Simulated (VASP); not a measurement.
# Pd (Fm-3m) in VASP: notebook

The runs below take Pd through single point, with PBE.

All numbers are computed with VASP 6.6.1; they aren't measurements. Logs are shortened: lines on timing, memory, paths and dates and some standing lists are left out, and cuts for length are marked.

## (1) The cell of the first run

Symmetry: Fm-3m, No. 225, cubic system. The conventional cell has a = 3.947 Å, b = 3.947 Å, c = 3.947 Å, α = 90.00°, β = 90.00°, γ = 90.00°. Pd (site symmetry m-3m) has 12 Pd at 2.79 Å within 3.7 Å.

## (2) Single point, PBE, collinear spin, ferromagnetic start

INCAR

```
SYSTEM = Pd
PREC = Accurate ; ENCUT = 520
EDIFF = 1E-7 ; ISMEAR = 0
SIGMA = 0.6 ; LREAL = .FALSE.
LASPH = .TRUE. ; NELM = 150
ALGO = Normal ; ISIF = 2
LWAVE = .FALSE. ; LCHARG = .FALSE.
ISPIN = 2 ; MAGMOM = 0.288
LORBIT = 11 ; LMAXMIX = 4
GGA = PE ; NBANDS = 15
```

KPOINTS

```
Automatic mesh
0
G
  14 14 14
  0 0 0
```

POSCAR

```
Pd
1.0
    0.0000000000      1.9737080107      1.9737080107
    1.9737080107      0.0000000000      1.9737080107
    1.9737080107      1.9737080107      0.0000000000
Pd
1
Direct
    0.0000000000      0.0000000000      0.0000000000
```

Potentials or basis: VASP PAW PBE potentials, release 64 (Pd).

Command:

```console
$ cat potpaw_PBE.64/Pd/POTCAR > POTCAR
$ mpirun -np 1 vasp_std > vasp.out
```

OUTCAR:

```text
SYSTEM = Pd
   PREC = Accurate
   ENCUT = 520
   EDIFF = 1E-7
   ISMEAR = 0
   LREAL = .FALSE.
   LASPH = .TRUE.
   NELM = 150
   ISIF = 2
   ISPIN = 2
   LORBIT = 11
   GGA = PE

 ion  position               nearest neighbor table
   1  0.000  0.000  0.000-

  LATTYP: Found a face centered cubic cell.
 ALAT       =     3.9474160214

  Lattice vectors:

 A1 = (   0.0000000000,   1.9737080107,   1.9737080107)
 A2 = (   1.9737080107,   0.0000000000,   1.9737080107)
 A3 = (   1.9737080107,   1.9737080107,   0.0000000000)

Analysis of symmetry for initial positions (statically):
=====================================================================
 Subroutine PRICEL returns:
 Original cell was already a primitive cell.

 Routine SETGRP: Setting up the symmetry group for a
 face centered cubic supercell.

 Subroutine GETGRP returns: Found 48 space group operations
 (whereof 48 operations were pure point group operations)
 out of a pool of 48 trial point group operations.

The static configuration has the point symmetry O_h .

Analysis of symmetry for dynamics (positions and initial velocities):
=====================================================================
 Subroutine PRICEL returns:
 Original cell was already a primitive cell.

 Routine SETGRP: Setting up the symmetry group for a
 face centered cubic supercell.

 Subroutine GETGRP returns: Found 48 space group operations
 (whereof 48 operations were pure point group operations)
 out of a pool of 48 trial point group operations.

The dynamic configuration has the point symmetry O_h .

Analysis of structural, dynamic, and magnetic symmetry:
=====================================================================
 Subroutine PRICEL returns:
 Original cell was already a primitive cell.

 Routine SETGRP: Setting up the symmetry group for a
 face centered cubic supercell.

 Subroutine GETGRP returns: Found 48 space group operations
 (whereof 48 operations were pure point group operations)
 out of a pool of 48 trial point group operations.

The overall configuration has the point symmetry O_h .

 Subroutine INISYM returns: Found 48 space group operations
 (whereof 48 operations are pure point group operations),
 and found     1 'primitive' translations

----------------------------------------------------------------------------------------

                                     Primitive cell

  volume of cell :      15.3773

  direct lattice vectors                    reciprocal lattice vectors
     0.000000000  1.973708011  1.973708011    -0.253330278  0.253330278  0.253330278
     1.973708011  0.000000000  1.973708011     0.253330278 -0.253330278  0.253330278
     1.973708011  1.973708011  0.000000000     0.253330278  0.253330278 -0.253330278

  length of vectors
     2.791244637  2.791244637  2.791244637     0.438780913  0.438780913  0.438780913

  position of ions in fractional coordinates (direct lattice)
     0.000000000  0.000000000  0.000000000

  ion indices of the primitive-cell ions
   primitive index   ion index
                 1           1

----------------------------------------------------------------------------------------

 KPOINTS: Automatic mesh

Automatic generation of k-mesh.
 Grid dimensions read from file:
 generate k-points for:   14   14   14

 Generating k-lattice:

  Cartesian coordinates                     Fractional coordinates (reciprocal lattice)
    -0.018095020  0.018095020  0.018095020     0.071428571  0.000000000  0.000000000
     0.018095020 -0.018095020  0.018095020     0.000000000  0.071428571  0.000000000
     0.018095020  0.018095020 -0.018095020     0.000000000  0.000000000  0.071428571

  Length of vectors
     0.031341494  0.031341494  0.031341494

  Shift w.r.t. Gamma in fractional coordinates (k-lattice)
     0.000000000  0.000000000  0.000000000

 Subroutine IBZKPT returns following result:
 ===========================================

 Found    104 irreducible k-points:

 Following reciprocal coordinates:
            Coordinates               Weight
  0.000000  0.000000  0.000000      1.000000
  0.071429  0.000000  0.000000      8.000000
  0.142857  0.000000  0.000000      8.000000
  0.214286  0.000000  0.000000      8.000000
  0.285714  0.000000  0.000000      8.000000
  0.357143  0.000000  0.000000      8.000000
[... 16 lines left out ...]
  0.214286  0.142857  0.000000     24.000000
  0.285714  0.142857  0.000000     24.000000
 [... further k-points ...]
   k-points           NKPTS =    104   k-points in BZ     NKDIM =    104   number of bands    NBANDS=     15
   number of dos      NEDOS =    301   number of ions     NIONS =      1
   total plane-waves  NPLWV =  13824
   dimension x,y,z NGX =    24 NGY =   24 NGZ =   24
   dimension x,y,z NGXF=    48 NGYF=   48 NGZF=   48
   ions per type =               1
   NGX,Y,Z   is equivalent  to a cutoff of  14.29, 14.29, 14.29 a.u.
   NGXF,Y,Z  is equivalent  to a cutoff of  28.59, 28.59, 28.59 a.u.
 SYSTEM =  Pd
[... 31 lines left out ...]
  Fermi-wavevector in a.u.,A,eV,Ry     =   1.418345  2.680284 27.370881  2.011703
  Thomas-Fermi vector in A             =   2.539480
   LORBIT       =     11    0 simple, 1 ext, 2 COOP (PROOUT), +10 PAW based schemes
   GGA     = PE    functional components
   LHFCALC =     F    Hartree Fock is set to
   AEXX    =    0.0000 exact exchange contribution
   IVDW    =     0    specifies the selected vdW correction
   LEPSILON=     F    determine dielectric tensor
   LRPA    =     F    only Hartree local field effects (RPA)
 spin polarized calculation
 Gauss-broadening in eV      SIGMA  =   0.60
  energy-cutoff  :      520.00
  volume of cell :       15.38
 maximum number of plane-waves:       428
 NGX is ok and might be reduce to    24
   NGX = 11   NGY = 11   NGZ = 11

 number of electron      10.0000000 magnetization       0.0001832

 number of electron      10.0000000 magnetization      -0.0000056

 Free energy of the ion-electron system (eV)
  ---------------------------------------------------
  ext. energy  EPLUGINS =         0.00000000
  ---------------------------------------------------
  free energy    TOTEN  =        -5.37298170 eV

  energy without entropy =       -5.12441573  energy(sigma->0) =       -5.24869872

 E-fermi :   9.2300     XC(G=0): -12.9287

 val. band max:        9.2148359258   @ k =  -0.4286   0.4286   0.0000
 cond. band min:       9.2482332988   @ k =  -0.2857   0.4286   0.2143
 fundamental gap:      0.0333973730
 Fermi energy:         9.2300048631

 spin component 1

 k-point     1 :       0.0000    0.0000    0.0000
  band No.  band energies     occupation
      1       2.2739      1.00000
      2       6.4380      1.00000
      3       6.4380      1.00000
      4       6.4380      1.00000
      5       7.9339      0.99887
      6       7.9339      0.99887
      7      26.2647      0.00000
      8      30.7968      0.00000
      9      30.7968      0.00000
     10      30.7968      0.00000
     11      35.3962      0.00000
     12      36.0958      0.00000
     13      38.8685      0.00000
     14      38.8685      0.00000
     15      38.8685      0.00000
[... 397 lines left out ...]
 k-point    24 :       0.2857    0.1429    0.0000
  band No.  band energies     occupation
      1       4.3154      1.00000
      2       5.7252      1.00000
      3       6.7222      1.00000
      4       7.1149      1.00000
      5       8.0931      0.99632
      6       8.4683      0.96370
      7      24.1051      0.00000
      8      27.5008      0.00000
      9      28.4384      0.00000
     10      30.3965      0.00000
     11      34.5735      0.00000
     12      35.7545      0.00000
     13      36.8137      0.00000
     14      37.1339      0.00000
     15      40.2716      0.00000

 [... further k-points ...]

 spin component 2

 k-point     1 :       0.0000    0.0000    0.0000
  band No.  band energies     occupation
      1       2.2739      1.00000
      2       6.4380      1.00000
      3       6.4380      1.00000
      4       6.4380      1.00000
      5       7.9339      0.99887
      6       7.9339      0.99887
      7      26.2647      0.00000
      8      30.7968      0.00000
      9      30.7968      0.00000
     10      30.7968      0.00000
     11      35.3961      0.00000
     12      36.0958      0.00000
     13      38.8685      0.00000
     14      38.8685      0.00000
     15      38.8685      0.00000
[... 397 lines left out ...]
 k-point    24 :       0.2857    0.1429    0.0000
  band No.  band energies     occupation
      1       4.3154      1.00000
      2       5.7252      1.00000
      3       6.7222      1.00000
      4       7.1149      1.00000
      5       8.0931      0.99632
      6       8.4683      0.96370
      7      24.1051      0.00000
      8      27.5008      0.00000
      9      28.4384      0.00000
     10      30.3965      0.00000
     11      34.5735      0.00000
     12      35.7545      0.00000
     13      36.8137      0.00000
     14      37.1339      0.00000
     15      40.2716      0.00000

 [... further k-points ...]
[... 5 lines left out ...]
  --------------------------------------------------------------------------------------
  -------------------------------------------------------------------------------------
  Total        0.0377280      0.0377280      0.0377280      0.0000000      0.0000000      0.0000000
  in kB        3.9309382      3.9309382      3.9309382      0.0000000      0.0000000      0.0000000
  external PRESSURE =       3.9309382 kB  Pullay stress =       0.0000000 kB

 VOLUME and BASIS-vectors are now :
 -----------------------------------------------------------------------------
  energy-cutoff  :      520.00
  volume of cell :       15.38
      direct lattice vectors                 reciprocal lattice vectors
     0.000000000  1.973708011  1.973708011    -0.253330278  0.253330278  0.253330278
     1.973708011  0.000000000  1.973708011     0.253330278 -0.253330278  0.253330278
     1.973708011  1.973708011  0.000000000     0.253330278  0.253330278 -0.253330278

 POSITION                                       TOTAL-FORCE (eV/Angst)
 -----------------------------------------------------------------------------------
      0.00000      0.00000      0.00000        -0.000000     -0.000000      0.000000
 -----------------------------------------------------------------------------------
    total drift:                               -0.000000      0.000000     -0.000000

  FREE ENERGIE OF THE ION-ELECTRON SYSTEM (eV)
  ---------------------------------------------------
  free  energy   TOTEN  =        -5.3729817049 eV

  energy  without entropy=       -5.1244157270  energy(sigma->0) =       -5.24869872

 total charge

# of ion       s       p       d       tot
------------------------------------------
    1        0.473   0.438   8.446   9.356

 magnetization (x)

# of ion       s       p       d       tot
------------------------------------------
    1        0.000   0.000  -0.000  -0.000
```

It took 26 s on 1 thread of Intel Xeon 6975P-C, shared host; peak memory 0.17 GiB.

Results:

```yaml
Free_energy: -5.3730 eV
Pressure: 0.4 GPa
Band_gap_on_the_k_mesh: zero (filled and empty bands overlap)
Net_moment: 0.00 μB per cell
Valence_electrons_inside_the_program's_atomic_spheres: Pd 9.36
```

Levels at points of the mesh, in eV from the Fermi level:
Spin up:
```csv
k point,band 3,band 4,band 5,band 6,band 7,band 8
"(0.00, 0.00, 0.00)",-2.79,-2.79,-1.30,-1.30,17.03,21.57
"(0.50, 0.00, 0.00)",-2.84,-0.17,-0.17,0.97,6.86,16.38
"(0.50, 0.50, 0.00)",-0.20,0.13,0.13,3.22,10.21,12.85
```
Spin down:
| k point | band 2 | band 3 | band 4 | band 5 | band 6 | band 7 | band 8 | band 9 |
| --- | --- | --- | --- | --- | --- | --- | --- | --- |
| (0.00, 0.00, 0.00) | -2.79 | -2.79 | -2.79 | -1.30 | -1.30 | 17.03 | 21.57 | 21.57 |
| (0.50, 0.00, 0.00) | -2.84 | -2.84 | -0.17 | -0.17 | 0.97 | 6.86 | 16.38 | 20.56 |
| (0.50, 0.50, 0.00) | -4.91 | -0.20 | 0.13 | 0.13 | 3.22 | 10.21 | 12.85 | 12.85 |

## (3) Single point, PBE, collinear spin, ferromagnetic start

INCAR

```
  PREC = Accurate
  ENCUT = 520
  EDIFF = 1E-6
  ISMEAR = 0
  SIGMA = 1.0
  LREAL = False
  LASPH = True
  NELM = 150
  ALGO = Normal
  ISIF = 2
  LWAVE = False
  LCHARG = False
  ISPIN = 2
  MAGMOM = 0.288
  LORBIT = 11
  LMAXMIX = 4
  GGA = PE
  NBANDS = 15
```

KPOINTS

```
regular mesh
0
Gamma
  14 14 14
```

POSCAR is that of step 2.

Potentials or basis: VASP PAW PBE potentials, release 64 (Pd).

Command:

```console
$ cat potpaw_PBE.64/Pd/POTCAR > POTCAR
$ mpirun -np 1 vasp_std > vasp.out
```

It took 25 s on 1 thread of Intel Xeon 6975P-C, shared host; peak memory 0.17 GiB.

The run converged. Its results:

| Item | Value |
| --- | --- |
| Free energy | -5.5646 eV |
| Pressure | 1.7 GPa |
| Band gap on the k mesh | zero (filled and empty bands overlap) |
| Net moment | 0.00 μB per cell |
| Valence electrons inside the program's atomic spheres | Pd 9.35 |

Levels at points of the mesh, in eV from the Fermi level:
Spin up:
```csv
k point,band 3,band 4,band 5,band 6,band 7,band 8
"(0.00, 0.00, 0.00)",-2.96,-2.96,-1.47,-1.47,16.88,21.41
"(0.50, 0.00, 0.00)",-3.01,-0.35,-0.35,0.81,6.69,16.22
"(0.50, 0.50, 0.00)",-0.38,-0.05,-0.05,3.06,10.04,12.69
```
Spin down:
| k point | band 1 | band 2 | band 3 | band 4 | band 5 | band 6 | band 7 | band 8 | band 9 | band 10 |
| --- | --- | --- | --- | --- | --- | --- | --- | --- | --- | --- |
| (0.00, 0.00, 0.00) | -7.12 | -2.96 | -2.96 | -2.96 | -1.47 | -1.47 | 16.88 | 21.40 | 21.40 | 21.40 |
| (0.50, 0.00, 0.00) | -5.28 | -3.01 | -3.01 | -0.35 | -0.35 | 0.81 | 6.69 | 16.22 | 20.40 | 20.40 |
| (0.50, 0.50, 0.00) | -5.36 | -5.08 | -0.38 | -0.05 | -0.05 | 3.06 | 10.04 | 12.69 | 12.69 | 20.66 |

## (4) Single point, PBE, collinear spin, ferromagnetic start

INCAR

```
SYSTEM = Pd
  PREC = Accurate
  ENCUT = 520
  EDIFF = 1E-7
  ISMEAR = 1
  SIGMA = 0.01
  LREAL = .FALSE.
  LASPH = .TRUE.
  NELM = 150
  ALGO = Normal
  ISIF = 2
  LWAVE = .FALSE.
  LCHARG = .FALSE.
  ISPIN = 2
  MAGMOM = 0.288
  LORBIT = 11
  LMAXMIX = 4
  GGA = PE
  NBANDS = 15
```

KPOINTS

```
regular mesh
0
G
  14 14 14
  0 0 0
```

POSCAR is that of step 3.

Command:

```console
$ cat potpaw_PBE.64/Pd/POTCAR > POTCAR
$ mpirun -np 1 vasp_std > vasp.out
```

It took 32 s on 1 thread of Intel Xeon 6975P-C, shared host; peak memory 0.17 GiB.

The run converged. Its results:

| Item | Value |
| --- | --- |
| Free energy | -5.2137 eV |
| Pressure | -0.3 GPa |
| Net moment | 0.45 μB per cell |
| Site moments | Pd +0.45 μB |
| Valence electrons inside the program's atomic spheres | Pd 9.36 |

Levels at points of the mesh, in eV from the Fermi level:
Spin up:
```
           k point  band 2  band 3  band 4  band 5  band 6  band 7  band 8  band 9
(0.00, 0.00, 0.00)   -2.87   -2.87   -2.87   -1.34   -1.34   17.11   21.65   21.65
(0.50, 0.00, 0.00)   -2.89   -2.89   -0.25   -0.25    1.06    6.84   16.47   20.61
(0.50, 0.50, 0.00)   -4.97   -0.25    0.02    0.02    3.29   10.22   12.91   12.91
```
Spin down:
| k point | band 2 | band 3 | band 4 | band 5 | band 6 | band 7 | band 8 | band 9 |
| --- | --- | --- | --- | --- | --- | --- | --- | --- |
| (0.00, 0.00, 0.00) | -2.52 | -2.52 | -2.52 | -1.05 | -1.05 | 17.14 | 21.67 | 21.67 |
| (0.50, 0.00, 0.00) | -2.59 | -2.59 | 0.11 | 0.11 | 1.07 | 7.07 | 16.47 | 20.70 |
| (0.50, 0.50, 0.00) | -4.67 | 0.05 | 0.43 | 0.43 | 3.33 | 10.39 | 12.97 | 12.97 |

## (5) Single point, PBE, collinear spin, ferromagnetic start

INCAR

```
PREC = Accurate ; ENCUT = 520
EDIFF = 1E-7 ; ISMEAR = 1
SIGMA = 0.03 ; LREAL = F
LASPH = T ; NELM = 150
ALGO = Normal ; ISIF = 2
LWAVE = F ; LCHARG = T
ISPIN = 2 ; MAGMOM = 0.288
LORBIT = 11 ; LMAXMIX = 4
GGA = PE ; LELF = T
LVHAR = T ; NBANDS = 15
```

KPOINTS

```
regular mesh
0
Gamma
  14 14 14
```

POSCAR is that of step 4.

Command:

```console
$ cat potpaw_PBE.64/Pd/POTCAR > POTCAR
$ mpirun -np 1 vasp_std > vasp.out
```

Run time: 26 s. Hardware: 1 thread of Intel Xeon 6975P-C, shared host; peak memory 0.17 GiB.

Results (log left out):

* Free energy: -5.2138 eV
* Pressure: -0.3 GPa
* Net moment: 0.46 μB per cell
* Site moments: Pd +0.46 μB
* Valence electrons inside the program's atomic spheres: Pd 9.36

Levels at points of the mesh, in eV from the Fermi level:
Spin up:
```
           k point  band 2  band 3  band 4  band 5  band 6  band 7  band 8  band 9
(0.00, 0.00, 0.00)   -2.88   -2.88   -2.88   -1.35   -1.35   17.11   21.65   21.65
(0.50, 0.00, 0.00)   -2.89   -2.89   -0.26   -0.26    1.05    6.84   16.47   20.61
(0.50, 0.50, 0.00)   -4.97   -0.26    0.01    0.01    3.29   10.22   12.91   12.91
```
Spin down:
```
           k point  band 2  band 3  band 4  band 5  band 6  band 7  band 8  band 9
(0.00, 0.00, 0.00)   -2.52   -2.52   -2.52   -1.05   -1.05   17.13   21.67   21.67
(0.50, 0.00, 0.00)   -2.59   -2.59    0.11    0.11    1.07    7.07   16.47   20.70
(0.50, 0.50, 0.00)   -4.67    0.05    0.43    0.43    3.33   10.38   12.96   12.96
```

## (6) Single point, PBE, collinear spin, ferromagnetic start

INCAR

```
SYSTEM = Pd
PREC = Accurate
ENCUT = 520
EDIFF = 1E-6
ISMEAR = 1
SIGMA = 0.1
LREAL = .FALSE.
LASPH = .TRUE.
NELM = 150
ALGO = Normal
ISIF = 2
LWAVE = .FALSE.
LCHARG = .TRUE.
ISPIN = 2
MAGMOM = 0.288
LORBIT = 11
LMAXMIX = 4
GGA = PE
LELF = .TRUE.
LVHAR = .TRUE.
NBANDS = 15
```

KPOINTS

```
Automatic mesh
0
G
  14 14 14
  0 0 0
```

POSCAR is that of step 5.

Potentials or basis: VASP PAW PBE potentials, release 64 (Pd).

Command:

```console
$ cat potpaw_PBE.64/Pd/POTCAR > POTCAR
$ mpirun -np 1 vasp_std > vasp.out
```

Wall time 30 s (1 thread of Intel Xeon 6975P-C, shared host); peak memory 0.17 GiB.

Results (log left out):

- Free energy: -5.2140 eV
- Pressure: -0.3 GPa
- Net moment: 0.47 μB per cell
- Site moments: Pd +0.47 μB
- Valence electrons inside the program's atomic spheres: Pd 9.36

Levels at points of the mesh, in eV from the Fermi level:
Spin up:
| k point | band 1 | band 2 | band 3 | band 4 | band 5 | band 6 | band 7 | band 8 | band 9 | band 10 |
| --- | --- | --- | --- | --- | --- | --- | --- | --- | --- | --- |
| (0.00, 0.00, 0.00) | -6.89 | -2.88 | -2.88 | -2.88 | -1.35 | -1.35 | 17.11 | 21.65 | 21.65 | 21.65 |
| (0.50, 0.00, 0.00) | -5.15 | -2.90 | -2.90 | -0.27 | -0.27 | 1.05 | 6.83 | 16.46 | 20.60 | 20.60 |
| (0.50, 0.50, 0.00) | -5.19 | -4.98 | -0.26 | 0.00 | 0.00 | 3.29 | 10.21 | 12.91 | 12.91 | 20.87 |
Spin down:
| k point | band 3 | band 4 | band 5 | band 6 | band 7 | band 8 |
| --- | --- | --- | --- | --- | --- | --- |
| (0.00, 0.00, 0.00) | -2.52 | -2.52 | -1.05 | -1.05 | 17.13 | 21.67 |
| (0.50, 0.00, 0.00) | -2.59 | 0.11 | 0.11 | 1.07 | 7.07 | 16.46 |
| (0.50, 0.50, 0.00) | 0.05 | 0.43 | 0.43 | 3.33 | 10.38 | 12.96 |

## (7) Overview

| smearing | gap on the mesh (eV) | pressure (GPa) | moment (μB) |
| --- | --- | --- | --- |
| gaussian 0.6 eV | none | 0.4 | 0.00 |
| gaussian 1 eV | none | 1.7 | 0.00 |
| methfessel-paxton 0.01 eV | none | -0.3 | 0.45 |
| methfessel-paxton 0.03 eV | none | -0.3 | 0.46 |
| methfessel-paxton 0.1 eV | none | -0.3 | 0.47 |

Alike in all rows: task single point; level PBE; potentials or basis VASP PAW PBE potentials, release 64 (Pd); spin collinear, ferromagnetic start; cell as given; k mesh 14 × 14 × 14; cutoff (eV) 520.

Every run on the cell as given and a fine mesh finds a metal.

Total energies depend on the potentials used, so only differences within one code and one set of settings carry meaning.
